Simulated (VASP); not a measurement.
# GaAs (F-43m) in VASP: further runs

The runs below take GaAs through single point, with PBE.

Everything below comes from runs of VASP 6.6.1. Logs are shortened: lines on timing, memory, paths and dates and some standing lists are left out, and cuts for length are marked.

### 1 The cell of the first run

The structure is cubic, space group F-43m (No. 216). Conventional cell: a = 5.666 Å, b = 5.666 Å, c = 5.666 Å, α = 90.00°, β = 90.00°, γ = 90.00°. Ga (site symmetry -43m) has 4 As at 2.45 Å within 3.2 Å. As (site symmetry -43m) has 4 Ga at 2.45 Å within 3.2 Å.

### 2 Single point, PBE

Input file INCAR:

```
SYSTEM = GaAs
  ALGO = Normal
  EDIFF = 1E-6
  ENCUT = 500
  GGA = PE
  GGA_COMPAT = .False.
  ISIF = 2
  ISMEAR = 0
  LASPH = .True.
  LCHARG = .True.
  LELF = .True.
  LREAL = .False.
  LVHAR = .True.
  LWAVE = .False.
  NBANDS = 16
  NELM = 120
  PREC = Accurate
  SIGMA = 0.01
```

Input file KPOINTS:

```
k-points
0
Gamma
  4 4 4
  0 0 0
```

Input file POSCAR:

```
GaAs
1.0
    0.0000000000      2.8330831925      2.8330831925
    2.8330831925      0.0000000000      2.8330831925
    2.8330831925      2.8330831925      0.0000000000
Ga As
1 1
Direct
    0.0000000000      0.0000000000      0.0000000000
    0.2500000000      0.2500000000      0.2500000000
```

Potentials or basis: VASP PAW PBE potentials, release 64 (Ga_d, As).

Launch:

```
cat potpaw_PBE.64/Ga_d/POTCAR potpaw_PBE.64/As/POTCAR > POTCAR
mpirun -np 1 vasp_std > vasp.out
```

OUTCAR:

```text
SYSTEM = GaAs
   EDIFF = 1E-6
   ENCUT = 500
   GGA = PE
   ISIF = 2
   ISMEAR = 0
   LASPH = .True.
   LREAL = .False.
   NELM = 120
   PREC = Accurate

 ion  position               nearest neighbor table
   1  0.000  0.000  0.000-   2 2.45   2 2.45   2 2.45   2 2.45
   2  0.250  0.250  0.250-   1 2.45   1 2.45   1 2.45   1 2.45

  LATTYP: Found a face centered cubic cell.
 ALAT       =     5.6661663850

  Lattice vectors:

 A1 = (   0.0000000000,   2.8330831925,   2.8330831925)
 A2 = (   2.8330831925,   0.0000000000,   2.8330831925)
 A3 = (   2.8330831925,   2.8330831925,   0.0000000000)

Analysis of symmetry for initial positions (statically):
=====================================================================
 Subroutine PRICEL returns:
 Original cell was already a primitive cell.

 Routine SETGRP: Setting up the symmetry group for a
 face centered cubic supercell.

 Subroutine GETGRP returns: Found 24 space group operations
 (whereof 24 operations were pure point group operations)
 out of a pool of 48 trial point group operations.

The static configuration has the point symmetry T_d .

Analysis of symmetry for dynamics (positions and initial velocities):
=====================================================================
 Subroutine PRICEL returns:
 Original cell was already a primitive cell.

 Routine SETGRP: Setting up the symmetry group for a
 face centered cubic supercell.

 Subroutine GETGRP returns: Found 24 space group operations
 (whereof 24 operations were pure point group operations)
 out of a pool of 48 trial point group operations.

The dynamic configuration has the point symmetry T_d .

 Subroutine INISYM returns: Found 24 space group operations
 (whereof 24 operations are pure point group operations),
 and found     1 'primitive' translations

----------------------------------------------------------------------------------------

                                     Primitive cell

  volume of cell :      45.4787

  direct lattice vectors                    reciprocal lattice vectors
     0.000000000  2.833083193  2.833083193    -0.176486169  0.176486169  0.176486169
     2.833083193  0.000000000  2.833083193     0.176486169 -0.176486169  0.176486169
     2.833083193  2.833083193  0.000000000     0.176486169  0.176486169 -0.176486169

  length of vectors
     4.006584674  4.006584674  4.006584674     0.305683012  0.305683012  0.305683012

  position of ions in fractional coordinates (direct lattice)
     0.000000000  0.000000000  0.000000000
     0.250000000  0.250000000  0.250000000

  ion indices of the primitive-cell ions
   primitive index   ion index
                 1           1
                 2           2

----------------------------------------------------------------------------------------

 KPOINTS: k-points

Automatic generation of k-mesh.
 Grid dimensions read from file:
 generate k-points for:    4    4    4

 Generating k-lattice:

  Cartesian coordinates                     Fractional coordinates (reciprocal lattice)
    -0.044121542  0.044121542  0.044121542     0.250000000  0.000000000  0.000000000
     0.044121542 -0.044121542  0.044121542     0.000000000  0.250000000  0.000000000
     0.044121542  0.044121542 -0.044121542     0.000000000  0.000000000  0.250000000

  Length of vectors
     0.076420753  0.076420753  0.076420753

  Shift w.r.t. Gamma in fractional coordinates (k-lattice)
     0.000000000  0.000000000  0.000000000

 Subroutine IBZKPT returns following result:
 ===========================================

 Found      8 irreducible k-points:

 Following reciprocal coordinates:
            Coordinates               Weight
  0.000000  0.000000  0.000000      1.000000
  0.250000  0.000000  0.000000      8.000000
  0.500000  0.000000  0.000000      4.000000
  0.250000  0.250000  0.000000      6.000000
  0.500000  0.250000  0.000000     24.000000
 -0.250000  0.250000  0.000000     12.000000
  0.500000  0.500000  0.000000      3.000000
 -0.250000  0.500000  0.250000      6.000000
   k-points           NKPTS =      8   k-points in BZ     NKDIM =      8   number of bands    NBANDS=     16
   number of dos      NEDOS =    301   number of ions     NIONS =      2
   total plane-waves  NPLWV =  27000
   dimension x,y,z NGX =    30 NGY =   30 NGZ =   30
   dimension x,y,z NGXF=    60 NGYF=   60 NGZF=   60
   ions per type =               1   1
   NGX,Y,Z   is equivalent  to a cutoff of  12.45, 12.45, 12.45 a.u.
   NGXF,Y,Z  is equivalent  to a cutoff of  24.90, 24.90, 24.90 a.u.
 SYSTEM =  GaAs
   PREC   = accura    normal or accurate (medium, high low for compatibility)
   ISTART =      0    job   : 0-new  1-cont  2-samecut
   ICHARG =      2    charge: 1-file 2-atom 10-const
   ISPIN  =      1    spin polarized calculation?
   LNONCOLLINEAR =      F non collinear calculations
   LSORBIT =      F    spin-orbit coupling
   LASPH  =      T    aspherical Exc in radial PAW
   ENCUT  =  500.0 eV  36.75 Ry    6.06 a.u.   7.30  7.30  7.30*2*pi/ulx,y,z
   NELM   =    120;   NELMIN=  2; NELMDL= -5     # of ELM steps
   EDIFF  = 0.1E-05   stopping-criterion for ELM
   LREAL  =      F    real-space projection
   EDIFFG = 0.1E-04   stopping-criterion for IOM
   NSW    =      0    number of steps for IOM
   IBRION =     -1    ionic relax: 0-MD 1-quasi-New 2-CG
   NFREE  =      0    steps in history (QN), initial steepest desc. (CG)
   ISIF   =      2    stress and relaxation
   ISYM   =      2    0-nonsym 1-usesym 2-fastsym
   POTIM  = 0.5000    time-step for ionic-motion
   TEBEG  =    0.0;   TEEND  =   0.0 temperature during run
   PSTRESS=    0.0 pullay stress
   NELECT =      18.0000    total number of electrons
   NUPDOWN=      -1.0000    fix difference up-down
   EMIN   =  10.00;   EMAX   =-10.00  energy-range for DOS
   EFERMI =   0.00;   METHOD = LEGACY
   ISMEAR =     0;   SIGMA  =   0.01  broadening in eV -4-tet -1-fermi 0-gaus
   EFERMI_NEDOS =   21; number of points for ismear=-14 and -15
   IALGO  =     38    algorithm
   IMIX   =      4    mixing-type and parameters
     AMIX     =   0.40;   BMIX     =  1.00
     AMIX_MAG =   1.60;   BMIX_MAG =  1.00
  volume/ion in A,a.u.               =      22.74       153.45
  Fermi-wavevector in a.u.,A,eV,Ry     =   1.201978  2.271408 19.657016  1.444750
  Thomas-Fermi vector in A             =   2.337772
   LORBIT       =      0    0 simple, 1 ext, 2 COOP (PROOUT), +10 PAW based schemes
   GGA     = PE    functional components
   LHFCALC =     F    Hartree Fock is set to
   AEXX    =    0.0000 exact exchange contribution
   IVDW    =     0    specifies the selected vdW correction
   LEPSILON=     F    determine dielectric tensor
   LRPA    =     F    only Hartree local field effects (RPA)
 non-spin polarized calculation
 Gauss-broadening in eV      SIGMA  =   0.01
  energy-cutoff  :      500.00
  volume of cell :       45.48
 maximum number of plane-waves:      1174
 NGX is ok and might be reduce to    30
   NGX = 15   NGY = 15   NGZ = 15

 number of electron      17.9999990 magnetization

 Free energy of the ion-electron system (eV)
  ---------------------------------------------------
  ext. energy  EPLUGINS =         0.00000000
  ---------------------------------------------------
  free energy    TOTEN  =        -8.07956900 eV

  energy without entropy =       -8.07956900  energy(sigma->0) =       -8.07956900

 E-fermi :   3.9730     XC(G=0):  -9.5309

 val. band max:        3.9193154411   @ k =   0.0000   0.0000   0.0000
 cond. band min:       4.3782573205   @ k =   0.0000   0.0000   0.0000
 fundamental gap:      0.4589418794
 Fermi energy:         3.9730131507

 k-point     1 :       0.0000    0.0000    0.0000
  band No.  band energies     occupation
      1     -10.9331      2.00000
      2     -10.9331      2.00000
      3     -10.9331      2.00000
      4     -10.8569      2.00000
      5     -10.8569      2.00000
      6      -8.7616      2.00000
[... 8 lines left out ...]
     15      13.9959      0.00000
     16      13.9959      0.00000

 k-point     2 :       0.2500    0.0000    0.0000
  band No.  band energies     occupation
      1     -10.9733      2.00000
      2     -10.9222      2.00000
      3     -10.9222      2.00000
      4     -10.8566      2.00000
      5     -10.8566      2.00000
      6      -8.0753      2.00000
[... 8 lines left out ...]
     15      12.9090      0.00000
     16      12.9090      0.00000

 k-point     3 :       0.5000    0.0000    0.0000
  band No.  band energies     occupation
      1     -11.0080      2.00000
      2     -10.9143      2.00000
      3     -10.9143      2.00000
      4     -10.8531      2.00000
      5     -10.8531      2.00000
      6      -7.0111      2.00000
[... 8 lines left out ...]
     15      15.7325      0.00000
     16      15.7325      0.00000

 k-point     4 :       0.2500    0.2500    0.0000
  band No.  band energies     occupation
      1     -10.9931      2.00000
      2     -10.9098      2.00000
      3     -10.9098      2.00000
      4     -10.8681      2.00000
      5     -10.8507      2.00000
      6      -7.8412      2.00000
[... 8 lines left out ...]
     15      14.9949      0.00000
     16      15.2774      0.00000

 k-point     5 :       0.5000    0.2500    0.0000
  band No.  band energies     occupation
      1     -11.0194      2.00000
      2     -10.9039      2.00000
      3     -10.8988      2.00000
      4     -10.8674      2.00000
      5     -10.8500      2.00000
      6      -6.7225      2.00000
[... 8 lines left out ...]
     15      15.8821      0.00000
     16      16.4468      0.00000

 k-point     6 :      -0.2500    0.2500    0.0000
  band No.  band energies     occupation
      1     -11.0051      2.00000
      2     -10.9106      2.00000
      3     -10.9086      2.00000
      4     -10.8587      2.00000
      5     -10.8565      2.00000
      6      -7.1343      2.00000
[... 8 lines left out ...]
     15      14.2166      0.00000
     16      16.5518      0.00000

 k-point     7 :       0.5000    0.5000    0.0000
  band No.  band energies     occupation
      1     -11.0390      2.00000
      2     -10.8854      2.00000
      3     -10.8854      2.00000
      4     -10.8816      2.00000
      5     -10.8444      2.00000
      6      -6.2728      2.00000
[... 8 lines left out ...]
     15      17.1919      0.00000
     16      17.2233      0.00000

 k-point     8 :      -0.2500    0.5000    0.2500
  band No.  band energies     occupation
      1     -11.0262      2.00000
      2     -10.9031      2.00000
      3     -10.8900      2.00000
      4     -10.8673      2.00000
      5     -10.8529      2.00000
      6      -6.2160      2.00000
[... 8 lines left out ...]
     15      16.0550      0.00000
     16      17.1813      0.00000

------------------------ aborting loop because EDIFF is reached ----------------------------------------

  FORCE on cell =-STRESS in cart. coord.  units (eV):
  Direction    XX          YY          ZZ          XY          YZ          ZX
  --------------------------------------------------------------------------------------
  -------------------------------------------------------------------------------------
  Total        0.9065425      0.9065425      0.9065425      0.0000000     -0.0000000      0.0000000
  in kB       31.9367545     31.9367545     31.9367545      0.0000000     -0.0000000      0.0000000
  external PRESSURE =      31.9367545 kB  Pullay stress =       0.0000000 kB

 VOLUME and BASIS-vectors are now :
 -----------------------------------------------------------------------------
  energy-cutoff  :      500.00
  volume of cell :       45.48
      direct lattice vectors                 reciprocal lattice vectors
     0.000000000  2.833083193  2.833083193    -0.176486169  0.176486169  0.176486169
     2.833083193  0.000000000  2.833083193     0.176486169 -0.176486169  0.176486169
     2.833083193  2.833083193  0.000000000     0.176486169  0.176486169 -0.176486169

 POSITION                                       TOTAL-FORCE (eV/Angst)
 -----------------------------------------------------------------------------------
      0.00000      0.00000      0.00000        -0.000000     -0.000000     -0.000000
      1.41654      1.41654      1.41654         0.000000      0.000000      0.000000
 -----------------------------------------------------------------------------------
    total drift:                               -0.000000     -0.000000      0.000000

  FREE ENERGIE OF THE ION-ELECTRON SYSTEM (eV)
  ---------------------------------------------------
  free  energy   TOTEN  =        -8.0795689993 eV

  energy  without entropy=       -8.0795689993  energy(sigma->0) =       -8.07956900
```

Run time: 9.6 s. Hardware: 1 thread of Intel Xeon 6975P-C, shared host; peak memory 0.16 GiB.

Results:

- Free energy: -8.0796 eV
- Pressure: 3.2 GPa
- Band gap on the k mesh: 0.46 eV, direct

Caveat: the k points lie up to 0.48 Å⁻¹ apart.

### 3 Single point, PBE

Input file INCAR:

```
  PREC = Accurate
  ENCUT = 500
  EDIFF = 1E-6
  ISMEAR = 0
  SIGMA = 0.01
  LREAL = False
  LASPH = True
  NELM = 120
  ALGO = Normal
  ISIF = 2
  LWAVE = False
  LCHARG = True
  GGA = PE
  LELF = True
  LVHAR = True
  NBANDS = 16
  GGA_COMPAT = False
```

Input file KPOINTS:

```
Automatic mesh
0
Gamma
  4 4 4
```

POSCAR is that of step 2.

Potentials or basis: VASP PAW PBE potentials, release 64 (Ga_d, As).

Launch:

```
cat potpaw_PBE.64/Ga_d/POTCAR potpaw_PBE.64/As/POTCAR > POTCAR
mpirun -np 1 vasp_std > vasp.out
```

OUTCAR:

```text
PREC = Accurate
   ENCUT = 500
   EDIFF = 1E-6
   ISMEAR = 0
   LREAL = False
   LASPH = True
   NELM = 120
   ISIF = 2
   GGA = PE

 ion  position               nearest neighbor table
   1  0.000  0.000  0.000-   2 2.45   2 2.45   2 2.45   2 2.45
   2  0.250  0.250  0.250-   1 2.45   1 2.45   1 2.45   1 2.45

  LATTYP: Found a face centered cubic cell.
 ALAT       =     5.6661663850

  Lattice vectors:

 A1 = (   0.0000000000,   2.8330831925,   2.8330831925)
 A2 = (   2.8330831925,   0.0000000000,   2.8330831925)
 A3 = (   2.8330831925,   2.8330831925,   0.0000000000)

Analysis of symmetry for initial positions (statically):
=====================================================================
 Subroutine PRICEL returns:
 Original cell was already a primitive cell.

 Routine SETGRP: Setting up the symmetry group for a
 face centered cubic supercell.

 Subroutine GETGRP returns: Found 24 space group operations
 (whereof 24 operations were pure point group operations)
 out of a pool of 48 trial point group operations.

The static configuration has the point symmetry T_d .

[... 142 lines left out ...]
  energy without entropy =       -8.07956900  energy(sigma->0) =       -8.07956900

 E-fermi :   3.9730     XC(G=0):  -9.5309

 val. band max:        3.9193154411   @ k =   0.0000   0.0000   0.0000
 cond. band min:       4.3782573205   @ k =   0.0000   0.0000   0.0000
 fundamental gap:      0.4589418794
 Fermi energy:         3.9730131507

 k-point     1 :       0.0000    0.0000    0.0000
  band No.  band energies     occupation
      1     -10.9331      2.00000
      2     -10.9331      2.00000
      3     -10.9331      2.00000
      4     -10.8569      2.00000
      5     -10.8569      2.00000
      6      -8.7616      2.00000
[... 129 lines left out ...]
      3     -10.8900      2.00000
      4     -10.8673      2.00000
      5     -10.8529      2.00000
      6      -6.2160      2.00000
[... 8 lines left out ...]
     15      16.0550      0.00000
     16      17.1813      0.00000

------------------------ aborting loop because EDIFF is reached ----------------------------------------

  FORCE on cell =-STRESS in cart. coord.  units (eV):
  Direction    XX          YY          ZZ          XY          YZ          ZX
  --------------------------------------------------------------------------------------
  -------------------------------------------------------------------------------------
  Total        0.9065425      0.9065425      0.9065425      0.0000000     -0.0000000      0.0000000
  in kB       31.9367545     31.9367545     31.9367545      0.0000000     -0.0000000      0.0000000
  external PRESSURE =      31.9367545 kB  Pullay stress =       0.0000000 kB

 VOLUME and BASIS-vectors are now :
 -----------------------------------------------------------------------------
  energy-cutoff  :      500.00
  volume of cell :       45.48
      direct lattice vectors                 reciprocal lattice vectors
     0.000000000  2.833083193  2.833083193    -0.176486169  0.176486169  0.176486169
     2.833083193  0.000000000  2.833083193     0.176486169 -0.176486169  0.176486169
     2.833083193  2.833083193  0.000000000     0.176486169  0.176486169 -0.176486169

 POSITION                                       TOTAL-FORCE (eV/Angst)
 -----------------------------------------------------------------------------------
      0.00000      0.00000      0.00000        -0.000000     -0.000000     -0.000000
      1.41654      1.41654      1.41654         0.000000      0.000000      0.000000
 -----------------------------------------------------------------------------------
    total drift:                               -0.000000     -0.000000      0.000000

  FREE ENERGIE OF THE ION-ELECTRON SYSTEM (eV)
  ---------------------------------------------------
  free  energy   TOTEN  =        -8.0795689993 eV

  energy  without entropy=       -8.0795689993  energy(sigma->0) =       -8.07956900
```

It took 8.4 s on 1 thread of Intel Xeon 6975P-C, shared host; peak memory 0.16 GiB.

What came out:

```yaml
Free_energy: -8.0796 eV
Pressure: 3.2 GPa
Band_gap_on_the_k_mesh: 0.46 eV, direct
```

Caveat: the k points lie up to 0.48 Å⁻¹ apart. Expect the measured gap to be larger: semilocal functionals such as PBE lack the derivative discontinuity.
